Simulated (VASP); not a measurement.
# WSe (Fm-3m) in VASP: notebook

WSe is run at these levels: PBE; tasks: single point.

All numbers are computed with VASP 6.6.1; they aren't measurements. Logs are shortened: lines on timing, memory, paths and dates and some standing lists are left out, and cuts for length are marked.

## Step 1: The cell of the first run

It takes space group Fm-3m (No. 225, cubic). The conventional cell has a = 5.552 Å, b = 5.552 Å, c = 5.552 Å, α = 90.00°, β = 90.00°, γ = 90.00°. Within 3.7 Å of W (site symmetry m-3m) lie 6 Se at 2.78 Å. Se (site symmetry m-3m) has 6 W at 2.78 Å within 3.7 Å.

## Step 2: Single point, PBE

Contents of INCAR:

```
SYSTEM = WSe
PREC = Accurate ; ENCUT = 520
EDIFF = 1E-7 ; ISMEAR = 0
SIGMA = 0.1 ; LREAL = .False.
LASPH = .True. ; NELM = 100
ALGO = Normal ; ISIF = 2
LWAVE = .False. ; LCHARG = .False.
GGA = PE ; NBANDS = 17
```

Contents of KPOINTS:

```
regular mesh
0
Gamma
  6 6 6
  0 0 0
```

Contents of POSCAR:

```
WSe
1.0
    0.0000000000      2.7761939885      2.7761939885
    2.7761939885      0.0000000000      2.7761939885
    2.7761939885      2.7761939885      0.0000000000
W Se
1 1
Direct
    0.0000000000      0.0000000000      0.0000000000
    0.5000000000      0.5000000000      0.5000000000
```

Potentials or basis: VASP PAW PBE potentials, release 64 (W_sv, Se).

On the command line:

```sh
$ cat potpaw_PBE.64/W_sv/POTCAR potpaw_PBE.64/Se/POTCAR > POTCAR
$ mpirun -np 1 vasp_std > vasp.out
```

OUTCAR:

```text
SYSTEM = WSe
   PREC = Accurate
   ENCUT = 520
   EDIFF = 1E-7
   ISMEAR = 0
   LREAL = .False.
   LASPH = .True.
   NELM = 100
   ISIF = 2
   GGA = PE

 ion  position               nearest neighbor table
   1  0.000  0.000  0.000-   2 2.78   2 2.78   2 2.78   2 2.78   2 2.78   2 2.78
   2  0.500  0.500  0.500-   1 2.78   1 2.78   1 2.78   1 2.78   1 2.78   1 2.78

  LATTYP: Found a face centered cubic cell.
 ALAT       =     5.5523879770

  Lattice vectors:

 A1 = (   0.0000000000,   2.7761939885,   2.7761939885)
 A2 = (   2.7761939885,   0.0000000000,   2.7761939885)
 A3 = (   2.7761939885,   2.7761939885,   0.0000000000)

Analysis of symmetry for initial positions (statically):
=====================================================================
 Subroutine PRICEL returns:
 Original cell was already a primitive cell.

 Routine SETGRP: Setting up the symmetry group for a
 face centered cubic supercell.

 Subroutine GETGRP returns: Found 48 space group operations
 (whereof 48 operations were pure point group operations)
 out of a pool of 48 trial point group operations.

The static configuration has the point symmetry O_h .

Analysis of symmetry for dynamics (positions and initial velocities):
=====================================================================
 Subroutine PRICEL returns:
 Original cell was already a primitive cell.

 Routine SETGRP: Setting up the symmetry group for a
 face centered cubic supercell.

 Subroutine GETGRP returns: Found 48 space group operations
 (whereof 48 operations were pure point group operations)
 out of a pool of 48 trial point group operations.

The dynamic configuration has the point symmetry O_h .

 Subroutine INISYM returns: Found 48 space group operations
 (whereof 48 operations are pure point group operations),
 and found     1 'primitive' translations

----------------------------------------------------------------------------------------

                                     Primitive cell

  volume of cell :      42.7937

  direct lattice vectors                    reciprocal lattice vectors
     0.000000000  2.776193989  2.776193989    -0.180102688  0.180102688  0.180102688
     2.776193989  0.000000000  2.776193989     0.180102688 -0.180102688  0.180102688
     2.776193989  2.776193989  0.000000000     0.180102688  0.180102688 -0.180102688

  length of vectors
     3.926131190  3.926131190  3.926131190     0.311947006  0.311947006  0.311947006

  position of ions in fractional coordinates (direct lattice)
     0.000000000  0.000000000  0.000000000
     0.500000000  0.500000000  0.500000000

  ion indices of the primitive-cell ions
   primitive index   ion index
                 1           1
                 2           2

----------------------------------------------------------------------------------------

 KPOINTS: regular mesh

Automatic generation of k-mesh.
 Grid dimensions read from file:
 generate k-points for:    6    6    6

 Generating k-lattice:

  Cartesian coordinates                     Fractional coordinates (reciprocal lattice)
    -0.030017115  0.030017115  0.030017115     0.166666667  0.000000000  0.000000000
     0.030017115 -0.030017115  0.030017115     0.000000000  0.166666667  0.000000000
     0.030017115  0.030017115 -0.030017115     0.000000000  0.000000000  0.166666667

  Length of vectors
     0.051991168  0.051991168  0.051991168

  Shift w.r.t. Gamma in fractional coordinates (k-lattice)
     0.000000000  0.000000000  0.000000000

 Subroutine IBZKPT returns following result:
 ===========================================

 Found     16 irreducible k-points:

 Following reciprocal coordinates:
            Coordinates               Weight
  0.000000  0.000000  0.000000      1.000000
  0.166667  0.000000  0.000000      8.000000
  0.333333  0.000000  0.000000      8.000000
  0.500000  0.000000  0.000000      4.000000
  0.166667  0.166667  0.000000      6.000000
  0.333333  0.166667  0.000000     24.000000
[... 8 lines left out ...]
 -0.333333  0.333333  0.166667     24.000000
 -0.333333  0.500000  0.166667     12.000000
   k-points           NKPTS =     16   k-points in BZ     NKDIM =     16   number of bands    NBANDS=     17
   number of dos      NEDOS =    301   number of ions     NIONS =      2
   total plane-waves  NPLWV =  27000
   dimension x,y,z NGX =    30 NGY =   30 NGZ =   30
   dimension x,y,z NGXF=    60 NGYF=   60 NGZF=   60
   ions per type =               1   1
   NGX,Y,Z   is equivalent  to a cutoff of  12.70, 12.70, 12.70 a.u.
   NGXF,Y,Z  is equivalent  to a cutoff of  25.41, 25.41, 25.41 a.u.
 SYSTEM =  WSe
   PREC   = accura    normal or accurate (medium, high low for compatibility)
   ISTART =      0    job   : 0-new  1-cont  2-samecut
   ICHARG =      2    charge: 1-file 2-atom 10-const
   ISPIN  =      1    spin polarized calculation?
   LNONCOLLINEAR =      F non collinear calculations
   LSORBIT =      F    spin-orbit coupling
   LASPH  =      T    aspherical Exc in radial PAW
   ENCUT  =  520.0 eV  38.22 Ry    6.18 a.u.   7.30  7.30  7.30*2*pi/ulx,y,z
   NELM   =    100;   NELMIN=  2; NELMDL= -5     # of ELM steps
   EDIFF  = 0.1E-06   stopping-criterion for ELM
   LREAL  =      F    real-space projection
   EDIFFG = 0.1E-05   stopping-criterion for IOM
   NSW    =      0    number of steps for IOM
   IBRION =     -1    ionic relax: 0-MD 1-quasi-New 2-CG
   NFREE  =      0    steps in history (QN), initial steepest desc. (CG)
   ISIF   =      2    stress and relaxation
   ISYM   =      2    0-nonsym 1-usesym 2-fastsym
   POTIM  = 0.5000    time-step for ionic-motion
   TEBEG  =    0.0;   TEEND  =   0.0 temperature during run
   PSTRESS=    0.0 pullay stress
   NELECT =      20.0000    total number of electrons
   NUPDOWN=      -1.0000    fix difference up-down
   EMIN   =  10.00;   EMAX   =-10.00  energy-range for DOS
   EFERMI =   0.00;   METHOD = LEGACY
   ISMEAR =     0;   SIGMA  =   0.10  broadening in eV -4-tet -1-fermi 0-gaus
   EFERMI_NEDOS =   21; number of points for ismear=-14 and -15
   IALGO  =     38    algorithm
   IMIX   =      4    mixing-type and parameters
     AMIX     =   0.40;   BMIX     =  1.00
     AMIX_MAG =   1.60;   BMIX_MAG =  1.00
  volume/ion in A,a.u.               =      21.40       144.39
  Fermi-wavevector in a.u.,A,eV,Ry     =   1.270452  2.400807 21.960470  1.614049
  Thomas-Fermi vector in A             =   2.403439
   LORBIT       =      0    0 simple, 1 ext, 2 COOP (PROOUT), +10 PAW based schemes
   GGA     = PE    functional components
   LHFCALC =     F    Hartree Fock is set to
   AEXX    =    0.0000 exact exchange contribution
   IVDW    =     0    specifies the selected vdW correction
   LEPSILON=     F    determine dielectric tensor
   LRPA    =     F    only Hartree local field effects (RPA)
 non-spin polarized calculation
 Gauss-broadening in eV      SIGMA  =   0.10
  energy-cutoff  :      520.00
  volume of cell :       42.79
 maximum number of plane-waves:      1167
 NGX is ok and might be reduce to    30
   NGX = 15   NGY = 15   NGZ = 15

 number of electron      20.0000001 magnetization

 Free energy of the ion-electron system (eV)
  ---------------------------------------------------
  ext. energy  EPLUGINS =         0.00000000
  ---------------------------------------------------
  free energy    TOTEN  =       -13.65890659 eV

  energy without entropy =      -13.64644539  energy(sigma->0) =      -13.65267599

 E-fermi :   7.0270     XC(G=0): -11.0499

 val. band max:        6.9738610579   @ k =   0.5000   0.5000   0.0000
 cond. band min:       7.0516410955   @ k =   0.3333   0.1667   0.0000
 fundamental gap:      0.0777800376
 Fermi energy:         7.0270116805

 k-point     1 :       0.0000    0.0000    0.0000
  band No.  band energies     occupation
      1     -67.6642      2.00000
      2     -31.8202      2.00000
      3     -31.8202      2.00000
      4     -31.8202      2.00000
      5      -8.2111      2.00000
      6       4.6541      2.00000
[... 9 lines left out ...]
     16      18.4530      0.00000
     17      18.4530      0.00000

 k-point     2 :       0.1667    0.0000    0.0000
  band No.  band energies     occupation
      1     -67.6640      2.00000
      2     -31.8299      2.00000
      3     -31.8213      2.00000
      4     -31.8213      2.00000
      5      -7.9578      2.00000
      6       2.6160      2.00000
[... 9 lines left out ...]
     16      16.7172      0.00000
     17      16.7179      0.00000

 k-point     3 :       0.3333    0.0000    0.0000
  band No.  band energies     occupation
      1     -67.6636      2.00000
      2     -31.8493      2.00000
      3     -31.8234      2.00000
      4     -31.8234      2.00000
      5      -7.3653      2.00000
      6       0.4855      2.00000
[... 9 lines left out ...]
     16      14.1161      0.00000
     17      14.1161      0.00000

 k-point     4 :       0.5000    0.0000    0.0000
  band No.  band energies     occupation
      1     -67.6634      2.00000
      2     -31.8589      2.00000
      3     -31.8245      2.00000
      4     -31.8245      2.00000
      5      -7.0031      2.00000
      6      -0.4015      2.00000
[... 9 lines left out ...]
     16      12.5396      0.00000
     17      14.8769      0.00000
[... 183 lines left out ...]
      1     -67.6633      2.00000
      2     -31.8480      2.00000
      3     -31.8354      2.00000
      4     -31.8281      2.00000
      5      -7.1847      2.00000
      6       0.6735      2.00000
[... 9 lines left out ...]
     16      14.4736      0.00000
     17      16.3558      0.00000

 k-point    15 :      -0.3333    0.3333    0.1667
  band No.  band energies     occupation
      1     -67.6632      2.00000
      2     -31.8495      2.00000
      3     -31.8392      2.00000
      4     -31.8304      2.00000
      5      -7.0317      2.00000
      6       0.7072      2.00000
[... 9 lines left out ...]
     16      14.7970      0.00000
     17      15.1210      0.00000

 k-point    16 :      -0.3333    0.5000    0.1667
  band No.  band energies     occupation
      1     -67.6631      2.00000
      2     -31.8491      2.00000
      3     -31.8393      2.00000
      4     -31.8346      2.00000
      5      -7.0825      2.00000
      6       1.4765      2.00000
[... 9 lines left out ...]
     16      15.0763      0.00000
     17      15.7499      0.00000

------------------------ aborting loop because EDIFF is reached ----------------------------------------

  FORCE on cell =-STRESS in cart. coord.  units (eV):
  Direction    XX          YY          ZZ          XY          YZ          ZX
  --------------------------------------------------------------------------------------
  -------------------------------------------------------------------------------------
  Total       -4.6085695     -4.6085695     -4.6085695      0.0000000      0.0000000      0.0000000
  in kB     -172.5429810   -172.5429810   -172.5429810      0.0000000      0.0000000      0.0000000
  external PRESSURE =    -172.5429810 kB  Pullay stress =       0.0000000 kB

 VOLUME and BASIS-vectors are now :
 -----------------------------------------------------------------------------
  energy-cutoff  :      520.00
  volume of cell :       42.79
      direct lattice vectors                 reciprocal lattice vectors
     0.000000000  2.776193989  2.776193989    -0.180102688  0.180102688  0.180102688
     2.776193989  0.000000000  2.776193989     0.180102688 -0.180102688  0.180102688
     2.776193989  2.776193989  0.000000000     0.180102688  0.180102688 -0.180102688

 POSITION                                       TOTAL-FORCE (eV/Angst)
 -----------------------------------------------------------------------------------
      0.00000      0.00000      0.00000        -0.000000      0.000000     -0.000000
      2.77619      2.77619      2.77619         0.000000     -0.000000      0.000000
 -----------------------------------------------------------------------------------
    total drift:                               -0.000000      0.000000      0.000000

  FREE ENERGIE OF THE ION-ELECTRON SYSTEM (eV)
  ---------------------------------------------------
  free  energy   TOTEN  =       -13.6589065949 eV

  energy  without entropy=      -13.6464453870  energy(sigma->0) =      -13.65267599
```

Run time: 14 s. Hardware: 1 thread of Intel Xeon 8259CL, shared host; peak memory 0.17 GiB.

What came out:

```yaml
Free_energy: -13.6589 eV
Pressure: -17.3 GPa
Band_gap_on_the_k_mesh: zero (bands 10 and 11 overlap by 1.75 eV)
```

Caveat: the cell stands under tension; spin-orbit coupling is left out, which moves the levels of the heavy elements.

## Step 3: Single point, PBE, collinear spin

This run uses another cell than the first one, of 18.00 Å³/atom.

Contents of INCAR:

```
PREC = Accurate
ENCUT = 520
EDIFF = 1E-6
ISMEAR = 0
SIGMA = 0.1
LREAL = False
LASPH = True
NELM = 150
ALGO = Normal
ISIF = 2
LWAVE = False
LCHARG = False
ISPIN = 2
MAGMOM = 2.19 0
LORBIT = 11
LMAXMIX = 4
GGA = PE
NBANDS = 21
```

Contents of KPOINTS:

```
regular mesh
0
Gamma
  6 6 6
```

Contents of POSCAR:

```
WSe
1.0
    0.0000000000      2.6207073470      2.6207073470
    2.6207073470      0.0000000000      2.6207073470
    2.6207073470      2.6207073470      0.0000000000
W Se
1 1
Direct
    0.0000000000      0.0000000000      0.0000000000
    0.5000000000      0.5000000000      0.5000000000
```

Potentials or basis: VASP PAW PBE potentials, release 64 (W_sv, Se).

On the command line:

```sh
$ cat potpaw_PBE.64/W_sv/POTCAR potpaw_PBE.64/Se/POTCAR > POTCAR
$ mpirun -np 1 vasp_std > vasp.out
```

OUTCAR:

```text
PREC = Accurate
   ENCUT = 520
   EDIFF = 1E-6
   ISMEAR = 0
   LREAL = False
   LASPH = True
   NELM = 150
   ISIF = 2
   ISPIN = 2
   LORBIT = 11
   GGA = PE

 ion  position               nearest neighbor table
   1  0.000  0.000  0.000-   2 2.62   2 2.62   2 2.62   2 2.62   2 2.62   2 2.62
   2  0.500  0.500  0.500-   1 2.62   1 2.62   1 2.62   1 2.62   1 2.62   1 2.62

  LATTYP: Found a face centered cubic cell.
 ALAT       =     5.2414146940

  Lattice vectors:

 A1 = (   0.0000000000,   2.6207073470,   2.6207073470)
 A2 = (   2.6207073470,   0.0000000000,   2.6207073470)
 A3 = (   2.6207073470,   2.6207073470,   0.0000000000)

Analysis of symmetry for initial positions (statically):
=====================================================================
 Subroutine PRICEL returns:
 Original cell was already a primitive cell.

 Routine SETGRP: Setting up the symmetry group for a
 face centered cubic supercell.

 Subroutine GETGRP returns: Found 48 space group operations
 (whereof 48 operations were pure point group operations)
[... 572 lines left out ...]
      6       6.6174      1.00000
[... 373 lines left out ...]
     20      23.3326      0.00000
     21      27.1761      0.00000

------------------------ aborting loop because EDIFF is reached ----------------------------------------

  FORCE on cell =-STRESS in cart. coord.  units (eV):
  Direction    XX          YY          ZZ          XY          YZ          ZX
  --------------------------------------------------------------------------------------
  -------------------------------------------------------------------------------------
  Total       -0.0119732     -0.0119732     -0.0119732      0.0000000     -0.0000000     -0.0000000
  in kB       -0.5328874     -0.5328874     -0.5328874      0.0000000     -0.0000000     -0.0000000
  external PRESSURE =      -0.5328874 kB  Pullay stress =       0.0000000 kB

 VOLUME and BASIS-vectors are now :
 -----------------------------------------------------------------------------
  energy-cutoff  :      520.00
  volume of cell :       36.00
      direct lattice vectors                 reciprocal lattice vectors
     0.000000000  2.620707347  2.620707347    -0.190788186  0.190788186  0.190788186
     2.620707347  0.000000000  2.620707347     0.190788186 -0.190788186  0.190788186
     2.620707347  2.620707347  0.000000000     0.190788186  0.190788186 -0.190788186

 POSITION                                       TOTAL-FORCE (eV/Angst)
 -----------------------------------------------------------------------------------
      0.00000      0.00000      0.00000         0.000000      0.000000      0.000000
      2.62071      2.62071      2.62071        -0.000000     -0.000000     -0.000000
 -----------------------------------------------------------------------------------
    total drift:                               -0.000000      0.000000      0.000000

  FREE ENERGIE OF THE ION-ELECTRON SYSTEM (eV)
  ---------------------------------------------------
  free  energy   TOTEN  =       -14.0876063045 eV

  energy  without entropy=      -14.0709596962  energy(sigma->0) =      -14.07928300

 total charge

# of ion       s       p       d       tot
------------------------------------------
    1        2.298   6.138   3.467  11.903
    2        1.431   2.364   0.156   3.951
--------------------------------------------------
tot          3.729   8.502   3.622  15.853

 magnetization (x)

# of ion       s       p       d       tot
------------------------------------------
    1        0.003   0.000   0.044   0.047
    2        0.001  -0.002   0.001   0.000
--------------------------------------------------
tot          0.004  -0.001   0.045   0.047
```

OSZICAR:

```text
N       E                     dE             d eps       ncg     rms          rms(c)
DAV:   1     0.154479706706E+03    0.15448E+03   -0.92940E+03  1344   0.958E+02
DAV:   2    -0.827222152591E+01   -0.16275E+03   -0.15644E+03  1554   0.291E+02
DAV:   3    -0.142277802231E+02   -0.59556E+01   -0.58986E+01  1604   0.513E+01
[... 13 lines left out ...]
DAV:  17    -0.140875964691E+02   -0.11169E-04   -0.33126E-05  1489   0.332E-02    0.474E-03
DAV:  18    -0.140875949043E+02    0.15648E-05   -0.24004E-06  1368   0.931E-03    0.544E-03
DAV:  19    -0.140875969890E+02   -0.20847E-05   -0.18494E-06  1138   0.802E-03    0.550E-03
DAV:  20    -0.140876042246E+02   -0.72356E-05   -0.57267E-05  1409   0.442E-02    0.628E-03
DAV:  21    -0.140876055919E+02   -0.13674E-05   -0.65235E-06  1560   0.145E-02    0.563E-03
DAV:  22    -0.140876063045E+02   -0.71253E-06   -0.23031E-06  1131   0.879E-03
   1 F= -.14087606E+02 E0= -.14079283E+02  d E =-.166466E-01  mag=     0.0479
```

It took 49 s on 1 thread of Intel Xeon 8259CL, shared host; peak memory 0.18 GiB.

What came out:

| Property | Result |
| --- | --- |
| Free energy | -14.0876 eV |
| Pressure | -0.1 GPa |
| Net moment | 0.06 μB per cell |
| Site moments | W +0.05; Se +0.00 μB |
| Valence electrons inside the program's atomic spheres | W 11.90; Se 3.95 |

Levels at points of the mesh, in eV from the Fermi level:
Spin up:
| k point | band 6 | band 7 | band 8 | band 9 | band 10 | band 11 | band 12 | band 13 | band 14 | band 15 |
| --- | --- | --- | --- | --- | --- | --- | --- | --- | --- | --- |
| (0.00, 0.00, 0.00) | -2.63 | -2.63 | -2.63 | -2.16 | -2.16 | -2.16 | -1.67 | -1.67 | 1.31 | 7.59 |
| (0.50, 0.00, 0.00) | -8.77 | -5.94 | -5.94 | 0.03 | 0.03 | 0.40 | 2.02 | 5.24 | 5.24 | 5.71 |
| (0.50, 0.50, 0.00) | -6.74 | -4.22 | -4.22 | -3.90 | -0.68 | 0.16 | 0.76 | 0.76 | 2.14 | 10.19 |
Spin down:
```csv
k point,band 8,band 9,band 10,band 11,band 12,band 13
"(0.00, 0.00, 0.00)",-2.63,-2.12,-2.12,-2.12,-1.64,-1.64
"(0.50, 0.00, 0.00)",-5.92,0.07,0.07,0.44,2.03,5.26
"(0.50, 0.50, 0.00)",-4.22,-3.87,-0.65,0.19,0.80,0.80
```

Caveat: spin-orbit coupling is left out, which moves the levels of the heavy elements.

[end of part 1 of 2]
